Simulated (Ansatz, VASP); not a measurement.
## One calculation of BaTiO3, two programs

```
Ba Ti O
1.0
     2.84013    1.63975    2.33140
    -2.84013    1.63975    2.33140
     0.00000   -3.27950    2.33140
Ba Ti O
1 1 3
Direct
  0.99809 0.99809 0.99809
  0.50547 0.50547 0.50547
  0.49093 0.98568 0.49093
  0.49093 0.49093 0.98568
  0.98568 0.49093 0.49093
```

Change from the starting cell: polar distortion scaled by 0.55.

Alike in both runs: task single point; functional r2SCAN; k mesh 9 × 9 × 9; no spin polarisation.

|  | VASP | Ansatz |
| --- | --- | --- |
| version | VASP 6.6.1 | Ansatz 0.2.0 |
| potentials or method | VASP PAW PBE potentials, release 64 (Ba_sv, Ti_sv, O), cutoff 660 eV | scalar-relativistic, plane waves, PAW |
| occupations | gaussian, width 0.01 eV | fixed |
| valence electrons in the cell | 40 | 40 |

VASP gave:

```
gap on the k mesh at the Fermi level (eV)                     : 2.38
least direct gap on the mesh (eV)                             : 2.61
pressure (GPa)                                                : -1.0
traceless stress, the component that is largest in VASP (GPa) : -0.60
rms of the force components (eV/Å)                            : 0.098
```

Q: Which values does Ansatz return?

A: gap on the k mesh at the Fermi level (eV): 2.41; least direct gap on the mesh (eV): 2.59; pressure (GPa): -2.6; traceless stress, the component that is largest in VASP (GPa): -0.55; rms of the force components (eV/Å): 0.133.

VASP's potentials were made for PBE, not for r2SCAN. Atom by atom the forces differ by 0.035 eV/Å (rms over components).

Neither program's run includes spin-orbit coupling.
